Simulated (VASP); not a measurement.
# Ir (I4/mmm) in VASP: notebook

Ir is run at these levels: PBEsol; tasks: single point.

Program: VASP 6.6.1. These are calculated values, not measurements. Logs are shortened: lines on timing, memory, paths and dates and some standing lists are left out, and cuts for length are marked.

### Step 1. The cell of the first run

It takes space group I4/mmm (No. 139, tetragonal). The conventional cell has a = 2.932 Å, b = 2.932 Å, c = 3.686 Å, α = 90.00°, β = 90.00°, γ = 90.00°. Ir (site symmetry 4/mmm) has 14 Ir at 2.77 to 3.69 Å within 3.7 Å.

### Step 2. Single point, PBEsol (strain +0.080 along x and y, -0.040 along z)

Contents of INCAR:

```
SYSTEM = Ir
PREC = Accurate
ENCUT = 520
EDIFF = 1E-6
ISMEAR = 0
SIGMA = 0.15
LREAL = .False.
LASPH = .True.
NELM = 60
ALGO = Normal
ISIF = 2
LWAVE = .False.
LCHARG = .False.
GGA = PS
NBANDS = 10
```

Contents of KPOINTS:

```
Automatic mesh
0
Gamma
  22 22 22
  0 0 0
```

Contents of POSCAR:

```
Ir
1.0
    0.0000000000      2.0732760000      1.8429120000
    2.0732760000      0.0000000000      1.8429120000
    2.0732760000      2.0732760000      0.0000000000
Ir
1
Direct
    0.0000000000      0.0000000000      0.0000000000
```

Potentials or basis: VASP PAW PBE potentials, release 64 (Ir).

Run with:

```sh
> cat potpaw_PBE.64/Ir/POTCAR > POTCAR
> mpirun -np 1 vasp_std > vasp.out
```

OUTCAR:

```text
SYSTEM = Ir
   PREC = Accurate
   ENCUT = 520
   EDIFF = 1E-6
   ISMEAR = 0
   LREAL = .False.
   LASPH = .True.
   NELM = 60
   ISIF = 2
   GGA = PS

 ion  position               nearest neighbor table
   1  0.000  0.000  0.000-

  LATTYP: Found a body centered tetragonal cell.
 ALAT       =     2.9320550377
 C/A-ratio  =     1.2570787221

  Lattice vectors:

 A1 = (   0.0000000000,  -2.0732760000,  -1.8429120000)
 A2 = (   0.0000000000,   2.0732760000,  -1.8429120000)
 A3 = (   2.0732760000,   0.0000000000,   1.8429120000)

Analysis of symmetry for initial positions (statically):
=====================================================================
 Subroutine PRICEL returns:
 Original cell was already a primitive cell.

 Routine SETGRP: Setting up the symmetry group for a
 body centered tetragonal supercell.

 Subroutine GETGRP returns: Found 16 space group operations
 (whereof 16 operations were pure point group operations)
 out of a pool of 16 trial point group operations.

The static configuration has the point symmetry D_4h.

Analysis of symmetry for dynamics (positions and initial velocities):
=====================================================================
 Subroutine PRICEL returns:
 Original cell was already a primitive cell.

 Routine SETGRP: Setting up the symmetry group for a
 body centered tetragonal supercell.

 Subroutine GETGRP returns: Found 16 space group operations
 (whereof 16 operations were pure point group operations)
 out of a pool of 16 trial point group operations.

The dynamic configuration has the point symmetry D_4h.

 Subroutine INISYM returns: Found 16 space group operations
 (whereof 16 operations are pure point group operations),
 and found     1 'primitive' translations

----------------------------------------------------------------------------------------

                                     Primitive cell

  volume of cell :      15.8434

  direct lattice vectors                    reciprocal lattice vectors
     0.000000000  2.073276000  1.842912000    -0.241164225  0.241164225  0.271309753
     2.073276000  0.000000000  1.842912000     0.241164225 -0.241164225  0.271309753
     2.073276000  2.073276000  0.000000000     0.241164225  0.241164225 -0.271309753

  length of vectors
     2.773949894  2.773949894  2.932055038     0.435808845  0.435808845  0.435808845

  position of ions in fractional coordinates (direct lattice)
     0.000000000  0.000000000  0.000000000

  ion indices of the primitive-cell ions
   primitive index   ion index
                 1           1

----------------------------------------------------------------------------------------

 KPOINTS: Automatic mesh

Automatic generation of k-mesh.
 Grid dimensions read from file:
 generate k-points for:   22   22   22

 Generating k-lattice:

  Cartesian coordinates                     Fractional coordinates (reciprocal lattice)
    -0.010962010  0.010962010  0.012332262     0.045454545  0.000000000  0.000000000
     0.010962010 -0.010962010  0.012332262     0.000000000  0.045454545  0.000000000
     0.010962010  0.010962010 -0.012332262     0.000000000  0.000000000  0.045454545

  Length of vectors
     0.019809493  0.019809493  0.019809493

  Shift w.r.t. Gamma in fractional coordinates (k-lattice)
     0.000000000  0.000000000  0.000000000

 Subroutine IBZKPT returns following result:
 ===========================================

 Found    834 irreducible k-points:

 Following reciprocal coordinates:
            Coordinates               Weight
  0.000000  0.000000  0.000000      1.000000
  0.045455  0.000000  0.000000      8.000000
  0.090909  0.000000  0.000000      8.000000
  0.136364 -0.000000  0.000000      8.000000
  0.181818  0.000000  0.000000      8.000000
  0.227273 -0.000000  0.000000      8.000000
[... 16 lines left out ...]
  0.500000  0.045455  0.000000      8.000000
 -0.454545  0.045455  0.000000      8.000000
 [... further k-points ...]
   k-points           NKPTS =    834   k-points in BZ     NKDIM =    834   number of bands    NBANDS=     10
   number of dos      NEDOS =    301   number of ions     NIONS =      1
   total plane-waves  NPLWV =  13824
   dimension x,y,z NGX =    24 NGY =   24 NGZ =   24
   dimension x,y,z NGXF=    48 NGYF=   48 NGZF=   48
   ions per type =               1
   NGX,Y,Z   is equivalent  to a cutoff of  14.38, 14.38, 13.61 a.u.
   NGXF,Y,Z  is equivalent  to a cutoff of  28.77, 28.77, 27.22 a.u.
 SYSTEM =  Ir
   PREC   = accura    normal or accurate (medium, high low for compatibility)
   ISTART =      0    job   : 0-new  1-cont  2-samecut
   ICHARG =      2    charge: 1-file 2-atom 10-const
   ISPIN  =      1    spin polarized calculation?
   LNONCOLLINEAR =      F non collinear calculations
   LSORBIT =      F    spin-orbit coupling
   LASPH  =      T    aspherical Exc in radial PAW
   ENCUT  =  520.0 eV  38.22 Ry    6.18 a.u.   5.16  5.16  5.45*2*pi/ulx,y,z
   NELM   =     60;   NELMIN=  2; NELMDL= -5     # of ELM steps
   EDIFF  = 0.1E-05   stopping-criterion for ELM
   LREAL  =      F    real-space projection
   EDIFFG = 0.1E-04   stopping-criterion for IOM
   NSW    =      0    number of steps for IOM
   IBRION =     -1    ionic relax: 0-MD 1-quasi-New 2-CG
   NFREE  =      0    steps in history (QN), initial steepest desc. (CG)
   ISIF   =      2    stress and relaxation
   ISYM   =      2    0-nonsym 1-usesym 2-fastsym
   POTIM  = 0.5000    time-step for ionic-motion
   TEBEG  =    0.0;   TEEND  =   0.0 temperature during run
   PSTRESS=    0.0 pullay stress
   NELECT =       9.0000    total number of electrons
   NUPDOWN=      -1.0000    fix difference up-down
   EMIN   =  10.00;   EMAX   =-10.00  energy-range for DOS
   EFERMI =   0.00;   METHOD = LEGACY
   ISMEAR =     0;   SIGMA  =   0.15  broadening in eV -4-tet -1-fermi 0-gaus
   EFERMI_NEDOS =   21; number of points for ismear=-14 and -15
   IALGO  =     38    algorithm
   IMIX   =      4    mixing-type and parameters
     AMIX     =   0.40;   BMIX     =  1.00
     AMIX_MAG =   1.60;   BMIX_MAG =  1.00
  volume/ion in A,a.u.               =      15.84       106.92
  Fermi-wavevector in a.u.,A,eV,Ry     =   1.355833  2.562152 25.011344  1.838282
  Thomas-Fermi vector in A             =   2.482887
   LORBIT       =      0    0 simple, 1 ext, 2 COOP (PROOUT), +10 PAW based schemes
   GGA     = PS    functional components
   LHFCALC =     F    Hartree Fock is set to
   AEXX    =    0.0000 exact exchange contribution
   IVDW    =     0    specifies the selected vdW correction
   LEPSILON=     F    determine dielectric tensor
   LRPA    =     F    only Hartree local field effects (RPA)
 non-spin polarized calculation
 Gauss-broadening in eV      SIGMA  =   0.15
  energy-cutoff  :      520.00
  volume of cell :       15.84
 maximum number of plane-waves:       439
 NGX is ok and might be reduce to    24
   NGX = 11   NGY = 11   NGZ = 11

 number of electron       8.9999999 magnetization

 Free energy of the ion-electron system (eV)
  ---------------------------------------------------
  ext. energy  EPLUGINS =         0.00000000
  ---------------------------------------------------
  free energy    TOTEN  =        -9.49852882 eV

  energy without entropy =       -9.48340150  energy(sigma->0) =       -9.49096516

 E-fermi :   8.3316     XC(G=0): -13.4408

 val. band max:        8.3314177206   @ k =   0.4545   0.2273   0.0909
 cond. band min:       8.3376914514   @ k =  -0.4545   0.4091   0.0909
 fundamental gap:      0.0062737308
 Fermi energy:         8.3315904418

 k-point     1 :       0.0000    0.0000    0.0000
  band No.  band energies     occupation
      1      -1.6194      2.00000
      2       4.8013      2.00000
      3       4.8013      2.00000
      4       5.9925      2.00000
      5       6.5100      2.00000
      6       8.0419      1.99369
      7      23.1007      0.00000
      8      26.7671      0.00000
      9      26.7671      0.00000
     10      30.1001      0.00000

 k-point     2 :       0.0455    0.0000    0.0000
  band No.  band energies     occupation
      1      -1.5368      2.00000
      2       4.7970      2.00000
      3       4.8342      2.00000
      4       5.9861      2.00000
      5       6.5043      2.00000
      6       8.0111      1.99749
      7      23.2307      0.00000
      8      26.6174      0.00000
      9      26.8914      0.00000
     10      29.7400      0.00000

 k-point     3 :       0.0909    0.0000    0.0000
  band No.  band energies     occupation
      1      -1.2937      2.00000
      2       4.7750      2.00000
      3       4.9174      2.00000
      4       5.9817      2.00000
      5       6.5043      2.00000
      6       7.9284      1.99986
      7      23.5936      0.00000
      8      26.0375      0.00000
      9      27.2569      0.00000
     10      29.4647      0.00000

 k-point     4 :       0.1364   -0.0000    0.0000
  band No.  band energies     occupation
      1      -0.9059      2.00000
      2       4.7219      2.00000
      3       5.0038      2.00000
      4       6.0079      2.00000
      5       6.5630      2.00000
      6       7.8221      2.00000
      7      24.0987      0.00000
      8      25.0235      0.00000
      9      27.8420      0.00000
     10      29.7196      0.00000
[... 222 lines left out ...]
 k-point    22 :       0.4545    0.0455    0.0000
  band No.  band energies     occupation
      1       1.4610      2.00000
      2       4.4770      2.00000
      3       5.7902      2.00000
      4       6.9415      2.00000
      5       9.0291      0.00000
      6       9.4087      0.00000
      7      15.3186      0.00000
      8      22.4263      0.00000
      9      26.0910      0.00000
     10      28.9688      0.00000

 k-point    23 :       0.5000    0.0455    0.0000
  band No.  band energies     occupation
      1       1.4639      2.00000
      2       4.4388      2.00000
      3       5.7294      2.00000
      4       7.3783      2.00000
      5       9.2660      0.00000
      6       9.4959      0.00000
      7      14.6493      0.00000
      8      22.2765      0.00000
      9      25.9419      0.00000
     10      28.5313      0.00000

 k-point    24 :      -0.4545    0.0455    0.0000
  band No.  band energies     occupation
      1       1.4625      2.00000
      2       4.4469      2.00000
      3       5.7047      2.00000
      4       7.3737      2.00000
      5       9.1444      0.00000
      6       9.3571      0.00000
      7      14.9148      0.00000
      8      22.3171      0.00000
      9      26.2345      0.00000
     10      28.3993      0.00000

 [... further k-points ...]
[... 5 lines left out ...]
  --------------------------------------------------------------------------------------
  -------------------------------------------------------------------------------------
  Total       -4.0357550     -4.0357550     -1.2561180      0.0000000     -0.0000000      0.0000000
  in kB     -408.1187393   -408.1187393   -127.0258683      0.0000000     -0.0000000      0.0000000
  external PRESSURE =    -314.4211156 kB  Pullay stress =       0.0000000 kB

 VOLUME and BASIS-vectors are now :
 -----------------------------------------------------------------------------
  energy-cutoff  :      520.00
  volume of cell :       15.84
      direct lattice vectors                 reciprocal lattice vectors
     0.000000000  2.073276000  1.842912000    -0.241164225  0.241164225  0.271309753
     2.073276000  0.000000000  1.842912000     0.241164225 -0.241164225  0.271309753
     2.073276000  2.073276000  0.000000000     0.241164225  0.241164225 -0.271309753

 POSITION                                       TOTAL-FORCE (eV/Angst)
 -----------------------------------------------------------------------------------
      0.00000      0.00000      0.00000         0.000000      0.000000     -0.000000
 -----------------------------------------------------------------------------------
    total drift:                                0.000000     -0.000000     -0.000000

  FREE ENERGIE OF THE ION-ELECTRON SYSTEM (eV)
  ---------------------------------------------------
  free  energy   TOTEN  =        -9.4985288198 eV

  energy  without entropy=       -9.4834015038  energy(sigma->0) =       -9.49096516
```

Run time: 4.6 min. Hardware: 1 thread of AMD EPYC 7R13, shared host; peak memory 0.23 GiB.

Results:

```
Free energy : -9.4985 eV
Pressure    : -31.4 GPa
```

Caveat: the cell differs from its parent crystal (strain +0.080 along x and y, -0.040 along z); the PAW data sets were made with another functional, which shifts forces and pressure a little; spin-orbit coupling is left out, which moves the levels of the heavy elements.

### Step 3. Single point, PBEsol (strain +0.080 along x and y, +0.000 along z)

INCAR: that of step 2 with these lines changed.

```diff
@@ -9,3 +9,3 @@
 NELM = 60
-ALGO = Normal
+ALGO = Fast
 ISIF = 2
```

KPOINTS is that of step 2.

Contents of POSCAR:

```
Ir
1.0
    0.0000000000      2.0732760000      1.9197000000
    2.0732760000      0.0000000000      1.9197000000
    2.0732760000      2.0732760000      0.0000000000
Ir
1
Direct
    0.0000000000      0.0000000000      0.0000000000
```

Potentials or basis: VASP PAW PBE potentials, release 64 (Ir).

Run with:

```sh
> cat potpaw_PBE.64/Ir/POTCAR > POTCAR
> mpirun -np 1 vasp_std > vasp.out
```

OUTCAR:

```text
SYSTEM = Ir
   PREC = Accurate
   ENCUT = 520
   EDIFF = 1E-6
   ISMEAR = 0
   LREAL = .False.
   LASPH = .True.
   NELM = 60
   ISIF = 2
   GGA = PS

 ion  position               nearest neighbor table
   1  0.000  0.000  0.000-

  LATTYP: Found a body centered tetragonal cell.
 ALAT       =     2.9320550377
 C/A-ratio  =     1.3094570022

  Lattice vectors:

 A1 = (   0.0000000000,  -2.0732760000,  -1.9197000000)
 A2 = (   0.0000000000,   2.0732760000,  -1.9197000000)
 A3 = (   2.0732760000,   0.0000000000,   1.9197000000)

Analysis of symmetry for initial positions (statically):
=====================================================================
 Subroutine PRICEL returns:
 Original cell was already a primitive cell.

 Routine SETGRP: Setting up the symmetry group for a
 body centered tetragonal supercell.

 Subroutine GETGRP returns: Found 16 space group operations
 (whereof 16 operations were pure point group operations)
 out of a pool of 16 trial point group operations.

The static configuration has the point symmetry D_4h.

Analysis of symmetry for dynamics (positions and initial velocities):
[... 160 lines left out ...]

 val. band max:        7.7205033859   @ k =  -0.0909   0.3636   0.3182
 cond. band min:       7.7213605027   @ k =  -0.1818   0.1364   0.0909
 fundamental gap:      0.0008571168
 Fermi energy:         7.7205378901

 k-point     1 :       0.0000    0.0000    0.0000
  band No.  band energies     occupation
      1      -1.8367      2.00000
      2       4.4633      2.00000
      3       4.4633      2.00000
      4       5.2295      2.00000
      5       6.2735      2.00000
      6       7.2593      1.99999
      7      22.3748      0.00000
      8      26.3415      0.00000
      9      26.3415      0.00000
     10      28.2961      0.00000
[... 287 lines left out ...]
 k-point    24 :      -0.4545    0.0455    0.0000
  band No.  band energies     occupation
      1       1.1996      2.00000
      2       4.2706      2.00000
      3       5.0120      2.00000
      4       6.8546      2.00000
      5       8.5352      0.00000
      6       8.6116      0.00000
      7      13.8541      0.00000
      8      21.8264      0.00000
      9      25.5786      0.00000
     10      26.7965      0.00000

 [... further k-points ...]
[... 5 lines left out ...]
  --------------------------------------------------------------------------------------
  -------------------------------------------------------------------------------------
  Total       -4.6753301     -4.6753301     -2.8873674      0.0000000     -0.0000000     -0.0000000
  in kB     -453.8844078   -453.8844078   -280.3076998      0.0000000     -0.0000000     -0.0000000
  external PRESSURE =    -396.0255051 kB  Pullay stress =       0.0000000 kB

 VOLUME and BASIS-vectors are now :
 -----------------------------------------------------------------------------
  energy-cutoff  :      520.00
  volume of cell :       16.50
      direct lattice vectors                 reciprocal lattice vectors
     0.000000000  2.073276000  1.919700000    -0.241164225  0.241164225  0.260457363
     2.073276000  0.000000000  1.919700000     0.241164225 -0.241164225  0.260457363
     2.073276000  2.073276000  0.000000000     0.241164225  0.241164225 -0.260457363

 POSITION                                       TOTAL-FORCE (eV/Angst)
 -----------------------------------------------------------------------------------
      0.00000      0.00000      0.00000         0.000000      0.000000      0.000000
 -----------------------------------------------------------------------------------
    total drift:                               -0.000000      0.000000     -0.000000

  FREE ENERGIE OF THE ION-ELECTRON SYSTEM (eV)
  ---------------------------------------------------
  free  energy   TOTEN  =        -9.4131342921 eV

  energy  without entropy=       -9.3976762468  energy(sigma->0) =       -9.40540527
```

Run time: 1.7 min. Hardware: 1 thread of Intel Xeon Platinum 8259CL at 2.50GHz (Skylake/Cascade Lake), shared host; peak memory 0.27 GiB.

Results:

```
Free energy : -9.4131 eV
Pressure    : -39.6 GPa
```

Caveat: the cell differs from its parent crystal (strain +0.080 along x and y, +0.000 along z); the PAW data sets were made with another functional, which shifts forces and pressure a little; spin-orbit coupling is left out, which moves the levels of the heavy elements.
